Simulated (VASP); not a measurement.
# Nb2PdS2 in VASP: further runs

Runs on Nb2PdS2. Level: PBE. Tasks: single point, relaxation of cell and atoms.

All numbers are computed with VASP 6.6.1; they aren't measurements. Logs are shortened: lines on timing, memory, paths and dates and some standing lists are left out, and cuts for length are marked.

**1. The cell of the first run**

Symmetry: P-3m1, No. 164, trigonal system. Conventional cell: a = 3.148 Å, b = 3.148 Å, c = 10.945 Å, α = 90.00°, β = 90.00°, γ = 120.00°. Within 3.2 Å of Nb (site symmetry 3m) lie 3 S at 2.43 Å and 3 Pd at 2.88 Å and 6 Nb at 3.15 Å. Within 3.2 Å of S (site symmetry 3m) lie 3 Nb at 2.43 Å and 6 S at 3.15 Å. Within 3.8 Å of Pd (site symmetry -3m) lie 6 Nb at 2.88 Å and 6 Pd at 3.15 Å.

**2. Single point, PBE**

INCAR reads:

```
SYSTEM = Nb2PdS2
ALGO = Normal
EDIFF = 1E-6
ENCUT = 520
GGA = PE
ISIF = 2
ISMEAR = 1
LASPH = .True.
LCHARG = .True.
LELF = .True.
LREAL = .False.
LVHAR = .True.
LWAVE = .False.
NBANDS = 32
NELM = 80
PREC = Accurate
SIGMA = 0.1525
```

KPOINTS reads:

```
k-points
0
Gamma
  6 6 2
  0 0 0
```

POSCAR reads:

```
Nb2PdS2
1.0
    3.1475338614     -0.0000002708      0.0000000000
   -1.5737666961      2.7258444186      0.0000000000
    0.0000000000      0.0000000000     10.9450756554
Nb S Pd
2 2 1
Direct
    0.3333333333      0.6666666667      0.2039419748
    0.6666666667      0.3333333333      0.7960580252
    0.3333333333      0.6666666667      0.6493237740
    0.6666666667      0.3333333333      0.3506762260
    0.0000000000      0.0000000000      0.0000000000
```

Potentials or basis: VASP PAW PBE potentials, release 64 (Nb_sv, S, Pd).

The run is started by

```console
$ cat potpaw_PBE.64/Nb_sv/POTCAR potpaw_PBE.64/S/POTCAR potpaw_PBE.64/Pd/POTCAR > POTCAR
$ mpirun -np 1 vasp_std > vasp.out
```

OUTCAR:

```text
SYSTEM = Nb2PdS2
   EDIFF = 1E-6
   ENCUT = 520
   GGA = PE
   ISIF = 2
   ISMEAR = 1
   LASPH = .True.
   LREAL = .False.
   NELM = 80
   PREC = Accurate

 ion  position               nearest neighbor table
   1  0.333  0.667  0.204-   4 2.43   4 2.43   4 2.43   5 2.88   5 2.88   5 2.88
   2  0.667  0.333  0.796-   3 2.43   3 2.43   3 2.43   5 2.88   5 2.88   5 2.88
   3  0.333  0.667  0.649-   2 2.43   2 2.43   2 2.43
   4  0.667  0.333  0.351-   1 2.43   1 2.43   1 2.43
   5  0.000  0.000  0.000-   1 2.88   2 2.88   1 2.88   2 2.88   2 2.88   1 2.88

  LATTYP: Found a hexagonal cell.
 ALAT       =     3.1475338614
 C/A-ratio  =     3.4773496132

  Lattice vectors:

 A1 = (   3.1475338614,  -0.0000002708,   0.0000000000)
 A2 = (  -1.5737666961,   2.7258444186,   0.0000000000)
 A3 = (   0.0000000000,   0.0000000000,  10.9450756554)

Analysis of symmetry for initial positions (statically):
=====================================================================
 Subroutine PRICEL returns:
 Original cell was already a primitive cell.

 Routine SETGRP: Setting up the symmetry group for a
 hexagonal supercell.

 Subroutine GETGRP returns: Found 12 space group operations
 (whereof 12 operations were pure point group operations)
 out of a pool of 24 trial point group operations.

The static configuration has the point symmetry D_3d.

Analysis of symmetry for dynamics (positions and initial velocities):
=====================================================================
 Subroutine PRICEL returns:
 Original cell was already a primitive cell.

 Routine SETGRP: Setting up the symmetry group for a
 hexagonal supercell.

 Subroutine GETGRP returns: Found 12 space group operations
 (whereof 12 operations were pure point group operations)
 out of a pool of 24 trial point group operations.

The dynamic configuration has the point symmetry D_3d.

 Subroutine INISYM returns: Found 12 space group operations
 (whereof 12 operations are pure point group operations),
 and found     1 'primitive' translations

----------------------------------------------------------------------------------------

                                     Primitive cell

  volume of cell :      93.9053

  direct lattice vectors                    reciprocal lattice vectors
     3.147533861 -0.000000271  0.000000000     0.317709068  0.183429379  0.000000000
    -1.573766696  2.725844419  0.000000000     0.000000032  0.366858814  0.000000000
     0.000000000  0.000000000 10.945075655     0.000000000  0.000000000  0.091365289

  length of vectors
     3.147533861  3.147533861 10.945075655     0.366858814  0.366858814  0.091365289

  position of ions in fractional coordinates (direct lattice)
     0.333333333  0.666666667  0.203941975
     0.666666667  0.333333333  0.796058025
     0.333333333  0.666666667  0.649323774
     0.666666667  0.333333333  0.350676226
     0.000000000  0.000000000  0.000000000

  ion indices of the primitive-cell ions
   primitive index   ion index
                 1           1
                 2           2
                 3           3
                 4           4
                 5           5

----------------------------------------------------------------------------------------

 KPOINTS: k-points

Automatic generation of k-mesh.
 Grid dimensions read from file:
 generate k-points for:    6    6    2

 Generating k-lattice:

  Cartesian coordinates                     Fractional coordinates (reciprocal lattice)
     0.052951511  0.030571563  0.000000000     0.166666667  0.000000000  0.000000000
     0.000000005  0.061143136  0.000000000    -0.000000000  0.166666667  0.000000000
     0.000000000  0.000000000  0.045682644     0.000000000  0.000000000  0.500000000

  Length of vectors
     0.061143136  0.061143136  0.045682644

  Shift w.r.t. Gamma in fractional coordinates (k-lattice)
     0.000000000  0.000000000  0.000000000

 Subroutine IBZKPT returns following result:
 ===========================================

 Found     14 irreducible k-points:

[... 53 lines left out ...]

 k-point     8 :       0.0000    0.0000    0.5000
  band No.  band energies     occupation
      1     -47.2213      2.00000
      2     -47.2208      2.00000
      3     -23.3904      2.00000
      4     -23.3820      2.00000
      5     -22.9697      2.00000
      6     -22.9697      2.00000
[... 24 lines left out ...]
     31      11.1839      0.00000
     32      11.5688      0.00000

 k-point     9 :       0.1667    0.0000    0.5000
  band No.  band energies     occupation
      1     -47.2040      2.00000
      2     -47.2036      2.00000
      3     -23.3624      2.00000
      4     -23.3568      2.00000
      5     -23.1212      2.00000
      6     -23.1203      2.00000
[... 24 lines left out ...]
     31      11.4513      0.00000
     32      11.8616      0.00000

 k-point    10 :       0.3333    0.0000    0.5000
  band No.  band energies     occupation
      1     -47.1692      2.00000
      2     -47.1690      2.00000
      3     -23.4217      2.00000
      4     -23.4203      2.00000
      5     -23.2995      2.00000
      6     -23.2971      2.00000
[... 24 lines left out ...]
     31      11.8246      0.00000
     32      11.9095      0.00000

 k-point    11 :       0.5000    0.0000    0.5000
  band No.  band energies     occupation
      1     -47.1517      2.00000
      2     -47.1515      2.00000
      3     -23.5627      2.00000
      4     -23.5598      2.00000
      5     -23.2743      2.00000
      6     -23.2712      2.00000
[... 24 lines left out ...]
     31      11.7781      0.00000
     32      12.6655      0.00000

 k-point    12 :       0.1667    0.1667    0.5000
  band No.  band energies     occupation
      1     -47.1779      2.00000
      2     -47.1777      2.00000
      3     -23.3378      2.00000
      4     -23.3374      2.00000
      5     -23.2973      2.00000
      6     -23.2925      2.00000
[... 24 lines left out ...]
     31      11.4254      0.00000
     32      12.5356      0.00000

 k-point    13 :       0.3333    0.1667    0.5000
  band No.  band energies     occupation
      1     -47.1517      2.00000
      2     -47.1516      2.00000
      3     -23.4885      2.00000
      4     -23.4863      2.00000
      5     -23.2733      2.00000
      6     -23.2720      2.00000
[... 24 lines left out ...]
     31      11.9370      0.00000
     32      12.9723      0.00000

 k-point    14 :       0.3333    0.3333    0.5000
  band No.  band energies     occupation
      1     -47.1429      2.00000
      2     -47.1429      2.00000
      3     -23.4015      2.00000
      4     -23.4015      2.00000
      5     -23.3653      2.00000
      6     -23.3623      2.00000
[... 24 lines left out ...]
     31      12.2758      0.00000
     32      13.6611      0.00000

------------------------ aborting loop because EDIFF is reached ----------------------------------------

  FORCE on cell =-STRESS in cart. coord.  units (eV):
  Direction    XX          YY          ZZ          XY          YZ          ZX
  --------------------------------------------------------------------------------------
  -------------------------------------------------------------------------------------
  Total       -0.2192777     -0.2192777     -0.2206605     -0.0000000      0.0000000     -0.0000000
  in kB       -3.7412344     -3.7412344     -3.7648264     -0.0000000      0.0000000     -0.0000000
  external PRESSURE =      -3.7490984 kB  Pullay stress =       0.0000000 kB

 VOLUME and BASIS-vectors are now :
 -----------------------------------------------------------------------------
  energy-cutoff  :      520.00
  volume of cell :       93.91
      direct lattice vectors                 reciprocal lattice vectors
     3.147533861 -0.000000271  0.000000000     0.317709068  0.183429379  0.000000000
    -1.573766696  2.725844419  0.000000000     0.000000032  0.366858814  0.000000000
     0.000000000  0.000000000 10.945075655     0.000000000  0.000000000  0.091365289

 POSITION                                       TOTAL-FORCE (eV/Angst)
 -----------------------------------------------------------------------------------
      0.00000      1.81723      2.23216        -0.000000      0.000000      0.030647
      1.57377      0.90861      8.71292         0.000000     -0.000000     -0.030647
      0.00000      1.81723      7.10690         0.000000     -0.000000      0.044504
      1.57377      0.90861      3.83818        -0.000000     -0.000000     -0.044504
      0.00000      0.00000      0.00000        -0.000000     -0.000000      0.000000
 -----------------------------------------------------------------------------------
    total drift:                                0.000000      0.000000      0.000000

  FREE ENERGIE OF THE ION-ELECTRON SYSTEM (eV)
  ---------------------------------------------------
  free  energy   TOTEN  =       -36.6891548559 eV

  energy  without entropy=      -36.7015844240  energy(sigma->0) =      -36.69329805
```

Run time: 39 s. Hardware: 1 thread of Intel Xeon Platinum 8488C (Sapphire Rapids), shared host; peak memory 0.22 GiB.

Results:

| Item | Value |
| --- | --- |
| Free energy | -36.6892 eV |
| Pressure | -0.4 GPa |
| Largest force | 0.045 eV/Å |
| Band gap on the k mesh | zero (bands 24 and 25 overlap by 0.61 eV) |

Forces on the atoms (eV/Å):
```
Nb   0.000  0.000  0.031
Nb   0.000  0.000 -0.031
S    0.000  0.000  0.045
S    0.000  0.000 -0.045
Pd   0.000  0.000  0.000
```

Levels at points of the mesh, in eV from the Fermi level:
```csv
k point,band 21,band 22,band 23,band 24,band 25,band 26,band 27,band 28
"(0.00, 0.00, 0.00)",-1.30,-1.30,-0.39,0.14,0.35,1.06,1.06,1.21
"(0.50, 0.00, 0.00)",-1.33,-1.21,-0.89,-0.57,0.75,0.90,3.05,3.11
"(0.00, 0.00, 0.50)",-1.29,-1.29,-0.94,0.23,0.56,1.05,1.05,1.23
"(0.50, 0.00, 0.50)",-1.45,-1.33,-0.67,-0.51,0.68,0.89,3.16,3.24
```

Caveat: the k points lie up to 0.38 Å⁻¹ apart, too coarse for converged energies and pressures of a metal; this functional lacks dispersion, which binds the layers, so the pressure and a relaxed spacing across them are unreliable.

**3. Single point, PBE**

INCAR reads:

```
PREC     = Accurate       # precision mode
ENCUT    = 520            # plane-wave cutoff, eV
EDIFF    = 1E-7           # SCF threshold, eV
ISMEAR   = 1              # smearing method
SIGMA    = 0.1525         # smearing width, eV
LREAL    = F              # projectors in reciprocal space
LASPH    = T              # aspherical terms in the spheres
NELM     = 80             # most SCF steps
ALGO     = Normal         # electronic algorithm
ISIF     = 2              # what is computed and relaxed
LWAVE    = F              # write WAVECAR
LCHARG   = F              # write CHGCAR
GGA      = PE             # functional
NBANDS   = 32             # bands
```

KPOINTS reads:

```
Automatic mesh
0
Gamma
  6 6 2
```

POSCAR reads:

```
Nb2PdS2
1.0
    3.1475544274     -0.0000002708      0.0000000000
   -1.5737769792      2.7258622294      0.0000000000
    0.0000000000      0.0000000000     10.9436413927
Nb S Pd
2 2 1
Direct
    0.3333333333      0.6666666667      0.2039701524
    0.6666666667      0.3333333333      0.7960298476
    0.3333333333      0.6666666667      0.6492792718
    0.6666666667      0.3333333333      0.3507207282
    0.0000000000      0.0000000000      0.0000000000
```

Potentials or basis: VASP PAW PBE potentials, release 64 (Nb_sv, S, Pd).

The run is started by

```console
$ cat potpaw_PBE.64/Nb_sv/POTCAR potpaw_PBE.64/S/POTCAR potpaw_PBE.64/Pd/POTCAR > POTCAR
$ mpirun -np 1 vasp_std > vasp.out
```

It took 40 s on 1 thread of Intel Xeon Platinum 8488C (Sapphire Rapids), shared host; peak memory 0.22 GiB.

Results (log left out):

* Free energy: -36.6892 eV
* Pressure: -0.4 GPa
* Largest force: 0.044 eV/Å
* Band gap on the k mesh: zero (bands 24 and 25 overlap by 0.61 eV)

Forces on the atoms (eV/Å):
```
Nb   0.000  0.000  0.031
Nb   0.000  0.000 -0.031
S    0.000  0.000  0.044
S    0.000  0.000 -0.044
Pd   0.000  0.000  0.000
```

Levels at points of the mesh, in eV from the Fermi level:
| k point | band 22 | band 23 | band 24 | band 25 | band 26 | band 27 |
| --- | --- | --- | --- | --- | --- | --- |
| (0.00, 0.00, 0.00) | -1.30 | -0.39 | 0.14 | 0.35 | 1.06 | 1.06 |
| (0.50, 0.00, 0.00) | -1.21 | -0.89 | -0.57 | 0.75 | 0.90 | 3.05 |
| (0.00, 0.00, 0.50) | -1.29 | -0.94 | 0.23 | 0.56 | 1.05 | 1.05 |
| (0.50, 0.00, 0.50) | -1.33 | -0.67 | -0.51 | 0.68 | 0.89 | 3.16 |

Caveat: the k points lie up to 0.38 Å⁻¹ apart, too coarse for converged energies and pressures of a metal; this functional lacks dispersion, which binds the layers, so the pressure and a relaxed spacing across them are unreliable.

**4. Relaxation of cell and atoms, PBE**

This run uses another cell than the first one, of 17.10 Å³/atom.

INCAR reads:

```
PREC = Accurate ; ENCUT = 600
EDIFF = 1E-6 ; ISMEAR = 1
SIGMA = 0.1525 ; LREAL = F
LASPH = T ; NELM = 100
ALGO = Normal ; ISIF = 3
LWAVE = F ; LCHARG = F
GGA = PE ; IBRION = 2
NSW = 60 ; EDIFFG = -0.01
```

KPOINTS is that of step 3.

POSCAR reads:

```
Nb2PdS2
1.0
    3.3548310000      0.0000000000      0.0000000000
   -1.6774150000      2.9053720000      0.0000000000
    0.0000000000      0.0000000000      8.7714100000
Nb S Pd
2 2 1
Direct
    0.3333000000      0.6667000000      0.1410000000
    0.6667000000      0.3333000000      0.8590000000
    0.3333000000      0.6667000000      0.6670000000
    0.6667000000      0.3333000000      0.3330000000
    0.0000000000      0.0000000000      0.0000000000
```

The run is started by

```console
$ cat potpaw_PBE.64/Nb_sv/POTCAR potpaw_PBE.64/S/POTCAR potpaw_PBE.64/Pd/POTCAR > POTCAR
$ mpirun -np 1 vasp_std > vasp.out
```

Wall time 36 min (1 thread of Intel Xeon Platinum 8488C (Sapphire Rapids), shared host); peak memory 0.28 GiB.

It converged, with:

| Item | Value |
| --- | --- |
| Free energy | -36.6802 eV |
| Relaxed volume | 18.69 Å³/atom |
| Relaxed cell | a = 3.144 Å, b = 3.144 Å, c = 10.916 Å, α = 90.01°, β = 89.99°, γ = 120.01° |
| Space group after relaxing (to 0.1 Å) | P-3m1 (No. 164) |
| Energy gained by relaxing | 1153.9 meV/atom |
| Ionic steps | 54 |
| Pressure after relaxing | 0.0 GPa |
| Largest force after relaxing | 0.005 eV/Å |
| Band gap on the k mesh | zero (bands 24 and 25 overlap by 0.61 eV) |

Forces in eV/Å, atoms in the order of the input:
```
Nb  -0.003  0.001 -0.004
Nb   0.003 -0.001  0.004
S   -0.002  0.001 -0.004
S    0.002 -0.001  0.004
Pd   0.000  0.000  0.000
```

Stress tensor (GPa, compression positive):
```
 0.04  0.01  0.00
 0.01  0.05  0.00
 0.00  0.00 -0.08
```

The path:
```
step  energy change (eV)  largest force (eV/Å)  pressure (GPa)  volume (Å³)
   1              0.0000               10.4403           46.42        85.50
   3             -4.4369                1.4845           -9.57       112.32
   5             -4.5526                2.0963           -4.24       106.48
   7             -4.9849                0.6391            4.17       100.21
   9             -5.1446                0.3794           -1.41       105.17
  11             -5.5826                0.5511            0.70       100.25
  13             -5.7106                0.5455            1.65        98.12
  15             -5.5915                0.9417           -3.58        99.72
  17             -5.7468                0.0186           -0.43        98.53
  19             -5.7475                0.0754            0.02        98.16
  21             -5.7479                0.0528            0.00        98.05
  23             -5.7484                0.1139           -0.10        97.88
  25             -5.7507                0.1198            0.19        97.20
  27             -5.7547                0.1364            1.48        94.50
  29             -5.7554                0.1400            1.46        94.39
  31             -5.7580                0.1581            1.38        93.93
  33             -5.7617                0.2088            1.24        92.06
  35             -5.7640                0.1936            0.96        92.73
  37             -5.7676                0.1751           -0.27        93.72
  39             -5.7691                0.0277            0.00        93.75
  41             -5.7692                0.0197           -0.01        93.75
  43             -5.7692                0.0121           -0.07        93.74
  45             -5.7692                0.0124           -0.04        93.74
  47             -5.7692                0.0129           -0.05        93.74
  49             -5.7693                0.0184            0.04        93.67
  51             -5.7693                0.0149            0.02        93.63
  53             -5.7694                0.0051           -0.02        93.49
  54             -5.7695                0.0048            0.00        93.45
```

Final structure:
```xyz
5
Lattice="3.1443 -0.0003 0.0001 -1.5724 2.7229 -0.0001 0.0006 -0.0003 10.9158" Properties=species:S:1:pos:R:3 pbc="T T T"
Nb    0.0004    1.8149    2.2312
Nb    1.5721    0.9074    8.6846
S     0.0003    1.8149    7.0805
S     1.5722    0.9074    3.8353
Pd   -1.5724    2.7229   -0.0001
```

Levels at points of the mesh, in eV from the Fermi level:
```csv
k point,band 21,band 22,band 23,band 24,band 25,band 26,band 27,band 28
"(0.00, 0.00, 0.00)",-1.31,-1.31,-0.39,0.15,0.37,1.07,1.07,1.22
"(0.50, 0.00, 0.00)",-1.32,-1.20,-0.89,-0.56,0.75,0.91,3.06,3.12
"(0.50, 0.50, 0.00)",-1.32,-1.21,-0.90,-0.57,0.76,0.91,3.06,3.12
"(0.00, 0.00, 0.50)",-1.29,-1.29,-0.95,0.23,0.57,1.05,1.05,1.24
"(0.50, 0.00, 0.50)",-1.46,-1.33,-0.67,-0.51,0.69,0.90,3.17,3.25
"(0.50, 0.50, 0.50)",-1.46,-1.33,-0.67,-0.51,0.69,0.90,3.17,3.25
```

Caveat: the k points lie up to 0.38 Å⁻¹ apart in the final cell, too coarse for converged energies and pressures of a metal; a cell axis changed by over 15 % at a fixed basis, so the end point is rough.

**5. Overview**

```tsv
task	cell	cutoff (eV)	gap on the mesh (eV)	pressure (GPa)	largest force (eV/Å)
single point	a = 3.148, b = 3.148, c = 10.945 Å, angles 90.0, 90.0, 120.0°, 5 atoms, atomic positions A	520	none	-0.4	0.04
single point	a = 3.148, b = 3.148, c = 10.944 Å, angles 90.0, 90.0, 120.0°, 5 atoms, atomic positions A	520	none	-0.4	0.04
relaxation of cell and atoms	relaxed from a = 3.355, b = 3.355, c = 8.771 Å, angles 90.0, 90.0, 120.0°, 5 atoms, atomic positions B	600	none	0.0	-
```

Alike in all rows: level PBE; potentials or basis VASP PAW PBE potentials, release 64 (Nb_sv, S, Pd); no spin polarisation; k mesh 6 × 6 × 2; smearing methfessel-paxton 0.1525 eV.

Caveats: all runs use coarse meshes; this functional lacks dispersion, which binds the layers, so the pressure and a relaxed spacing across them are unreliable (at least some runs); a cell axis changed by over 15 % at a fixed basis, so the end point is rough (at least some runs).

Absolute energies hang on the potentials; compare differences alone.
